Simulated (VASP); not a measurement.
# P in VASP: a series of runs

Runs on P. Level: PBEsol. Tasks: single point.

Program: VASP 6.6.1. These are calculated values, not measurements. Logs are shortened: lines on timing, memory, paths and dates and some standing lists are left out, and cuts for length are marked.

## 1. The cell of the first run

The typed cell holds 1 atom: a = 4.487 Å, b = 4.487 Å, c = 4.487 Å, α = 90.00°, β = 90.00°, γ = 90.00°.

## 2. Single point, PBEsol (strain +0.050 along x and y, +0.025 along z)

INCAR reads:

```
SYSTEM = P
  PREC = Accurate
  ENCUT = 520
  EDIFF = 1E-6
  ISMEAR = 0
  SIGMA = 0.15
  LREAL = .False.
  LASPH = .True.
  NELM = 60
  ALGO = Normal
  ISIF = 2
  LWAVE = .False.
  LCHARG = .True.
  GGA = PS
  LELF = .True.
  LVHAR = .True.
  NBANDS = 8
```

KPOINTS reads:

```
Automatic mesh
0
Gamma
  12 12 12
  0 0 0
```

POSCAR reads:

```
P
1.0
    4.4865501003      0.0000000000      0.0000000000
    0.0000000000      4.4865501003      0.0000000000
    0.0000000000      0.0000000000      4.4874500000
P
1
Direct
    0.0000000000      0.0000000000      0.0000000000
```

Potentials or basis: VASP PAW PBE potentials, release 64 (P).

On the command line:

```console
$ cat potpaw_PBE.64/P/POTCAR > POTCAR
$ mpirun -np 1 vasp_std > vasp.out
```

OUTCAR:

```text
SYSTEM = P
   PREC = Accurate
   ENCUT = 520
   EDIFF = 1E-6
   ISMEAR = 0
   LREAL = .False.
   LASPH = .True.
   NELM = 60
   ISIF = 2
   GGA = PS

 ion  position               nearest neighbor table
   1  0.000  0.000  0.000-

  LATTYP: Found a simple tetragonal cell.
 ALAT       =     4.4865501003
 C/A-ratio  =     1.0002005772

  Lattice vectors:

 A1 = (   4.4865501003,   0.0000000000,   0.0000000000)
 A2 = (   0.0000000000,   4.4865501003,   0.0000000000)
 A3 = (   0.0000000000,   0.0000000000,   4.4874500000)

Analysis of symmetry for initial positions (statically):
=====================================================================
 Subroutine PRICEL returns:
 Original cell was already a primitive cell.

 Routine SETGRP: Setting up the symmetry group for a
 simple tetragonal supercell.

 Subroutine GETGRP returns: Found 16 space group operations
 (whereof 16 operations were pure point group operations)
 out of a pool of 16 trial point group operations.

The static configuration has the point symmetry D_4h.

Analysis of symmetry for dynamics (positions and initial velocities):
=====================================================================
 Subroutine PRICEL returns:
 Original cell was already a primitive cell.

 Routine SETGRP: Setting up the symmetry group for a
 simple tetragonal supercell.

 Subroutine GETGRP returns: Found 16 space group operations
 (whereof 16 operations were pure point group operations)
 out of a pool of 16 trial point group operations.

The dynamic configuration has the point symmetry D_4h.

 Subroutine INISYM returns: Found 16 space group operations
 (whereof 16 operations are pure point group operations),
 and found     1 'primitive' translations

----------------------------------------------------------------------------------------

                                     Primitive cell

  volume of cell :      90.3285

  direct lattice vectors                    reciprocal lattice vectors
     4.486550100  0.000000000  0.000000000     0.222888406  0.000000000  0.000000000
     0.000000000  4.486550100  0.000000000     0.000000000  0.222888406  0.000000000
     0.000000000  0.000000000  4.487450000     0.000000000  0.000000000  0.222843709

[... 74 lines left out ...]
   ICHARG =      2    charge: 1-file 2-atom 10-const
   ISPIN  =      1    spin polarized calculation?
   LNONCOLLINEAR =      F non collinear calculations
   LSORBIT =      F    spin-orbit coupling
   LASPH  =      T    aspherical Exc in radial PAW
   ENCUT  =  520.0 eV  38.22 Ry    6.18 a.u.   8.34  8.34  8.34*2*pi/ulx,y,z
   NELM   =     60;   NELMIN=  2; NELMDL= -5     # of ELM steps
   EDIFF  = 0.1E-05   stopping-criterion for ELM
   LREAL  =      F    real-space projection
   EDIFFG = 0.1E-04   stopping-criterion for IOM
   NSW    =      0    number of steps for IOM
   IBRION =     -1    ionic relax: 0-MD 1-quasi-New 2-CG
   NFREE  =      0    steps in history (QN), initial steepest desc. (CG)
   ISIF   =      2    stress and relaxation
   ISYM   =      2    0-nonsym 1-usesym 2-fastsym
   POTIM  = 0.5000    time-step for ionic-motion
   TEBEG  =    0.0;   TEEND  =   0.0 temperature during run
   PSTRESS=    0.0 pullay stress
   NELECT =       5.0000    total number of electrons
   NUPDOWN=      -1.0000    fix difference up-down
   EMIN   =  10.00;   EMAX   =-10.00  energy-range for DOS
   EFERMI =   0.00;   METHOD = LEGACY
   ISMEAR =     0;   SIGMA  =   0.15  broadening in eV -4-tet -1-fermi 0-gaus
   EFERMI_NEDOS =   21; number of points for ismear=-14 and -15
   IALGO  =     38    algorithm
   IMIX   =      4    mixing-type and parameters
     AMIX     =   0.40;   BMIX     =  1.00
     AMIX_MAG =   1.60;   BMIX_MAG =  1.00
  volume/ion in A,a.u.               =      90.33       609.57
  Fermi-wavevector in a.u.,A,eV,Ry     =   0.623912  1.179023  5.296286  0.389266
  Thomas-Fermi vector in A             =   1.684285
   LORBIT       =      0    0 simple, 1 ext, 2 COOP (PROOUT), +10 PAW based schemes
   GGA     = PS    functional components
   LHFCALC =     F    Hartree Fock is set to
   AEXX    =    0.0000 exact exchange contribution
   IVDW    =     0    specifies the selected vdW correction
   LEPSILON=     F    determine dielectric tensor
   LRPA    =     F    only Hartree local field effects (RPA)
 non-spin polarized calculation
 Gauss-broadening in eV      SIGMA  =   0.15
  energy-cutoff  :      520.00
  volume of cell :       90.33
 maximum number of plane-waves:      2469
 NGX is ok and might be reduce to    36
   NGX = 17   NGY = 17   NGZ = 17

 number of electron       5.0000000 magnetization

 Free energy of the ion-electron system (eV)
  ---------------------------------------------------
  ext. energy  EPLUGINS =         0.00000000
  ---------------------------------------------------
  free energy    TOTEN  =        -0.97041963 eV

  energy without entropy =       -0.92280471  energy(sigma->0) =       -0.94661217

 E-fermi :  -3.3652     XC(G=0):  -4.6782

 val. band max:       -3.3662172584   @ k =   0.4167   0.2500   0.0833
 cond. band min:      -3.3637057898   @ k =   0.2500   0.0000   0.5000
 fundamental gap:      0.0025114685
 Fermi energy:        -3.3651878608

 k-point     1 :       0.0000    0.0000    0.0000
  band No.  band energies     occupation
      1     -12.0239      2.00000
      2      -2.9539      0.00011
      3      -2.9531      0.00010
      4      -2.9531      0.00010
      5       1.1622      0.00000
      6       4.0606      0.00000
      7       4.0612      0.00000
      8       8.2818      0.00000
[... 243 lines left out ...]
 k-point    24 :       0.4167    0.3333    0.0000
  band No.  band energies     occupation
      1     -11.8400      2.00000
      2      -3.7986      1.99996
      3      -3.6000      1.97318
      4      -2.7806      0.00000
      5       2.8940      0.00000
      6       4.0141      0.00000
      7       5.6390      0.00000
      8       5.8469      0.00000

 [... further k-points ...]
[... 5 lines left out ...]
  --------------------------------------------------------------------------------------
  -------------------------------------------------------------------------------------
  Total       -1.6299664     -1.6299664     -1.6283241      0.0000000      0.0000000      0.0000000
  in kB      -28.9110964    -28.9110964    -28.8819670      0.0000000      0.0000000      0.0000000
  external PRESSURE =     -28.9013866 kB  Pullay stress =       0.0000000 kB

 VOLUME and BASIS-vectors are now :
 -----------------------------------------------------------------------------
  energy-cutoff  :      520.00
  volume of cell :       90.33
      direct lattice vectors                 reciprocal lattice vectors
     4.486550100  0.000000000  0.000000000     0.222888406  0.000000000  0.000000000
     0.000000000  4.486550100  0.000000000     0.000000000  0.222888406  0.000000000
     0.000000000  0.000000000  4.487450000     0.000000000  0.000000000  0.222843709

 POSITION                                       TOTAL-FORCE (eV/Angst)
 -----------------------------------------------------------------------------------
      0.00000      0.00000      0.00000         0.000000      0.000000      0.000000
 -----------------------------------------------------------------------------------
    total drift:                               -0.000000      0.000000      0.000000

  FREE ENERGIE OF THE ION-ELECTRON SYSTEM (eV)
  ---------------------------------------------------
  free  energy   TOTEN  =        -0.9704196325 eV

  energy  without entropy=       -0.9228047056  energy(sigma->0) =       -0.94661217
```

Run time: 2 min. Hardware: 1 thread of AMD EPYC 7R43 (Zen 3), shared host; peak memory 0.23 GiB.

Results:

```yaml
Free_energy: -0.9704 eV
Pressure: -2.9 GPa
```

Levels at points of the mesh, in eV from the Fermi level:
```
           k point  band 1  band 2  band 3  band 4  band 5  band 6
(0.00, 0.00, 0.00)   -8.66    0.41    0.41    0.41    4.53    7.43
(0.50, 0.00, 0.00)   -8.55   -0.65    0.52    0.52    6.27    7.22
(0.50, 0.50, 0.00)   -8.44   -0.43   -0.43    0.62    5.94    7.85
(0.00, 0.00, 0.50)   -8.55   -0.65    0.52    0.52    6.27    7.22
(0.50, 0.00, 0.50)   -8.44   -0.43   -0.43    0.62    5.94    7.85
(0.50, 0.50, 0.50)   -8.34   -0.25   -0.25   -0.25    6.93    6.93
```

Caveat: the cell differs from its parent crystal (strain +0.050 along x and y, +0.025 along z); the PAW data sets were made with another functional, which shifts forces and pressure a little.

## 3. Single point, PBEsol (strain +0.050 along x and y, +0.050 along z)

INCAR reads:

```
  PREC = Accurate
  ENCUT = 520
  EDIFF = 1E-6
  ISMEAR = 0
  SIGMA = 0.15
  LREAL = F
  LASPH = T
  NELM = 80
  ALGO = Normal
  ISIF = 2
  LWAVE = F
  LCHARG = F
  GGA = PS
  NBANDS = 8
```

KPOINTS reads:

```
regular mesh
0
Gamma
  12 12 12
```

Changes to POSCAR since step 2:

```diff
@@ -4,3 +4,3 @@
     0.0000000000      4.4865501003      0.0000000000
-    0.0000000000      0.0000000000      4.4874500000
+    0.0000000000      0.0000000000      4.5969000000
 P
```

Potentials or basis: VASP PAW PBE potentials, release 64 (P).

On the command line:

```console
$ cat potpaw_PBE.64/P/POTCAR > POTCAR
$ mpirun -np 1 vasp_std > vasp.out
```

OUTCAR:

```text
PREC = Accurate
   ENCUT = 520
   EDIFF = 1E-6
   ISMEAR = 0
   LREAL = F
   LASPH = T
   NELM = 80
   ISIF = 2
   GGA = PS

 ion  position               nearest neighbor table
   1  0.000  0.000  0.000-

  LATTYP: Found a simple tetragonal cell.
 ALAT       =     4.4865501003
 C/A-ratio  =     1.0245957132

  Lattice vectors:

 A1 = (   4.4865501003,   0.0000000000,   0.0000000000)
 A2 = (   0.0000000000,   4.4865501003,   0.0000000000)
 A3 = (   0.0000000000,   0.0000000000,   4.5969000000)

Analysis of symmetry for initial positions (statically):
=====================================================================
 Subroutine PRICEL returns:
 Original cell was already a primitive cell.

 Routine SETGRP: Setting up the symmetry group for a
 simple tetragonal supercell.

 Subroutine GETGRP returns: Found 16 space group operations
 (whereof 16 operations were pure point group operations)
 out of a pool of 16 trial point group operations.

The static configuration has the point symmetry D_4h.

Analysis of symmetry for dynamics (positions and initial velocities):
[... 155 lines left out ...]

  energy without entropy =       -0.88326776  energy(sigma->0) =       -0.90838752

 E-fermi :  -3.4160     XC(G=0):  -4.6055

 val. band max:       -3.4165096651   @ k =   0.4167   0.0833   0.2500
 cond. band min:      -3.4158495450   @ k =   0.3333   0.2500   0.1667
 fundamental gap:      0.0006601201
 Fermi energy:        -3.4160272617

 k-point     1 :       0.0000    0.0000    0.0000
  band No.  band energies     occupation
      1     -12.0638      2.00000
      2      -3.0798      0.00152
      3      -2.9944      0.00007
      4      -2.9944      0.00007
      5       1.0952      0.00000
      6       3.9622      0.00000
      7       4.0363      0.00000
      8       8.0983      0.00000
[... 243 lines left out ...]
 k-point    24 :       0.4167    0.3333    0.0000
  band No.  band energies     occupation
      1     -11.8805      2.00000
      2      -3.8362      1.99993
      3      -3.6385      1.96407
      4      -2.8996      0.00000
      5       2.8567      0.00000
      6       3.9157      0.00000
      7       5.5660      0.00000
      8       5.7817      0.00000

 [... further k-points ...]
[... 5 lines left out ...]
  --------------------------------------------------------------------------------------
  -------------------------------------------------------------------------------------
  Total       -1.6385920     -1.6385920     -1.4415093      0.0000000      0.0000000      0.0000000
  in kB      -28.3720890    -28.3720890    -24.9596174      0.0000000      0.0000000      0.0000000
  external PRESSURE =     -27.2345985 kB  Pullay stress =       0.0000000 kB

 VOLUME and BASIS-vectors are now :
 -----------------------------------------------------------------------------
  energy-cutoff  :      520.00
  volume of cell :       92.53
      direct lattice vectors                 reciprocal lattice vectors
     4.486550100  0.000000000  0.000000000     0.222888406  0.000000000  0.000000000
     0.000000000  4.486550100  0.000000000     0.000000000  0.222888406  0.000000000
     0.000000000  0.000000000  4.596900000     0.000000000  0.000000000  0.217537906

 POSITION                                       TOTAL-FORCE (eV/Angst)
 -----------------------------------------------------------------------------------
      0.00000      0.00000      0.00000         0.000000      0.000000      0.000000
 -----------------------------------------------------------------------------------
    total drift:                               -0.000000     -0.000000      0.000000

  FREE ENERGIE OF THE ION-ELECTRON SYSTEM (eV)
  ---------------------------------------------------
  free  energy   TOTEN  =        -0.9335072780 eV

  energy  without entropy=       -0.8832677648  energy(sigma->0) =       -0.90838752
```

stdout:

```text
POSCAR found type information on POSCAR P
 POSCAR found :  1 types and       1 ions
 scaLAPACK will be used
 -----------------------------------------------------------------------------
|                                                                             |
|                                                                             |
|     You enforced a specific xc type in the INCAR file but a different       |
|     I HOPE YOU KNOW WHAT YOU ARE DOING!                                     |
|                                                                             |
 -----------------------------------------------------------------------------

 LDA part: xc-table for (Slater+PW92), standard interpolation
 POSCAR, INCAR and KPOINTS ok, starting setup
 FFT: planning ... GRIDC
 FFT: planning ... GRID_SOFT
 FFT: planning ... GRID
 WAVECAR not read
 entering main loop
```

Run time: 2 min. Hardware: 1 thread of AMD EPYC 7R43 (Zen 3), shared host; peak memory 0.24 GiB.

What came out:

```
Free energy : -0.9335 eV
Pressure    : -2.7 GPa
```

Levels at points of the mesh, in eV from the Fermi level:
| k point | band 1 | band 2 | band 3 | band 4 | band 5 | band 6 | band 7 | band 8 |
| --- | --- | --- | --- | --- | --- | --- | --- | --- |
| (0.00, 0.00, 0.00) | -8.65 | 0.34 | 0.42 | 0.42 | 4.51 | 7.38 | 7.45 | 11.51 |
| (0.50, 0.00, 0.00) | -8.53 | -0.64 | 0.45 | 0.53 | 6.25 | 7.19 | 8.05 | 9.24 |
| (0.50, 0.50, 0.00) | -8.43 | -0.42 | -0.42 | 0.55 | 5.96 | 7.81 | 9.14 | 9.14 |
| (0.00, 0.00, 0.50) | -8.56 | -0.60 | 0.51 | 0.51 | 6.20 | 7.11 | 8.02 | 9.50 |
| (0.50, 0.00, 0.50) | -8.45 | -0.45 | -0.37 | 0.61 | 5.95 | 7.80 | 9.05 | 9.12 |
| (0.50, 0.50, 0.50) | -8.35 | -0.26 | -0.26 | -0.19 | 6.87 | 6.95 | 6.95 | 9.03 |

Caveat: the cell differs from its parent crystal (strain +0.050 along x and y, +0.050 along z); the PAW data sets were made with another functional, which shifts forces and pressure a little.

## 4. Single point, PBEsol (strain -0.050 along x and y, -0.050 along z)

INCAR reads:

```
SYSTEM = P
PREC = Accurate
ENCUT = 520
EDIFF = 1E-6
ISMEAR = 0
SIGMA = 0.15
LREAL = .False.
LASPH = .True.
NELM = 100
ALGO = Normal
ISIF = 2
LWAVE = .False.
LCHARG = .False.
GGA = PS
NBANDS = 8
```

KPOINTS reads:

```
regular mesh
0
Gamma
  12 12 12
  0 0 0
```

POSCAR reads:

```
P
1.0
    4.0592596145      0.0000000000      0.0000000000
    0.0000000000      4.0592596145      0.0000000000
    0.0000000000      0.0000000000      4.1591000000
P
1
Direct
    0.0000000000      0.0000000000      0.0000000000
```

On the command line:

```console
$ cat potpaw_PBE.64/P/POTCAR > POTCAR
$ mpirun -np 1 vasp_std > vasp.out
```

Wall time 69 s (1 thread of AMD EPYC 7R43 (Zen 3), shared host); peak memory 0.19 GiB.

The run converged. Its results:

```
Free energy : -1.5127 eV
Pressure    : -5.4 GPa
```

Stress tensor (GPa, compression positive):
```
-5.53  0.00  0.00
 0.00 -5.53  0.00
 0.00  0.00 -5.03
```

Levels at points of the mesh, in eV from the Fermi level:
```csv
k point,band 1,band 2,band 3,band 4,band 5,band 6,band 7
"(0.00, 0.00, 0.00)",-8.86,0.59,0.73,0.73,4.82,7.50,7.59
"(0.50, 0.00, 0.00)",-8.59,-1.08,0.80,0.93,6.85,7.99,8.34
"(0.50, 0.50, 0.00)",-8.35,-0.68,-0.68,0.99,5.73,8.48,10.42
"(0.00, 0.00, 0.50)",-8.64,-1.03,0.90,0.90,6.83,7.92,8.30
"(0.50, 0.00, 0.50)",-8.39,-0.73,-0.62,1.08,5.71,8.49,10.36
"(0.50, 0.50, 0.50)",-8.17,-0.40,-0.40,-0.29,6.86,6.96,6.96
```

Caveat: the cell differs from its parent crystal (strain -0.050 along x and y, -0.050 along z); the PAW data sets were made with another functional, which shifts forces and pressure a little.

## 5. Single point, PBEsol (strain -0.050 along x and y, -0.025 along z)

INCAR reads:

```
SYSTEM = P
  PREC = Accurate
  ENCUT = 520
  EDIFF = 1E-7
  ISMEAR = 0
  SIGMA = 0.15
  LREAL = .FALSE.
  LASPH = .TRUE.
  NELM = 80
  ALGO = Normal
  ISIF = 2
  LWAVE = .FALSE.
  LCHARG = .FALSE.
  GGA = PS
  NBANDS = 8
```

KPOINTS reads:

```
regular mesh
0
G
  12 12 12
  0 0 0
```

Changes to POSCAR since step 4:

```diff
@@ -4,3 +4,3 @@
     0.0000000000      4.0592596145      0.0000000000
-    0.0000000000      0.0000000000      4.1591000000
+    0.0000000000      0.0000000000      4.2685500000
 P
```

On the command line:

```console
$ cat potpaw_PBE.64/P/POTCAR > POTCAR
$ mpirun -np 1 vasp_std > vasp.out
```

Wall time 86 s (1 thread of AMD EPYC 7R43 (Zen 3), shared host); peak memory 0.19 GiB.

Results (log left out):

| Property | Result |
| --- | --- |
| Free energy | -1.4597 eV |
| Pressure | -5.1 GPa |

Stress tensor (GPa, compression positive):
```
-5.43  0.00  0.00
 0.00 -5.43  0.00
 0.00  0.00 -4.41
```

Levels at points of the mesh, in eV from the Fermi level:
```tsv
k point	band 1	band 2	band 3	band 4	band 5	band 6
(0.00, 0.00, 0.00)	-8.84	0.48	0.75	0.75	4.78	7.45
(0.50, 0.00, 0.00)	-8.57	-1.06	0.69	0.95	6.80	7.93
(0.50, 0.50, 0.00)	-8.33	-0.66	-0.66	0.88	5.77	8.43
(0.00, 0.00, 0.50)	-8.66	-0.95	0.89	0.89	6.75	7.78
(0.50, 0.00, 0.50)	-8.41	-0.76	-0.54	1.06	5.73	8.43
(0.50, 0.50, 0.50)	-8.19	-0.42	-0.42	-0.21	6.79	7.01
```

Caveat: the cell differs from its parent crystal (strain -0.050 along x and y, -0.025 along z); the PAW data sets were made with another functional, which shifts forces and pressure a little.

## 6. The runs side by side

```tsv
cell	gap on the mesh (eV)	pressure (GPa)
a = 4.487, b = 4.487, c = 4.487 Å, 1 atom	none	-2.9
a = 4.487, b = 4.487, c = 4.597 Å, 1 atom	none	-2.7
a = 4.059, b = 4.059, c = 4.159 Å, 1 atom	none	-5.4
a = 4.059, b = 4.059, c = 4.269 Å, 1 atom	none	-5.1
```

Alike in all rows: task single point; level PBEsol; potentials or basis VASP PAW PBE potentials, release 64 (P); no spin polarisation; k mesh 12 × 12 × 12; cutoff (eV) 520; smearing gaussian 0.15 eV.

Caveats: the PAW data sets were made with another functional, which shifts forces and pressure a little.

Absolute energies hang on the potentials; compare differences alone.
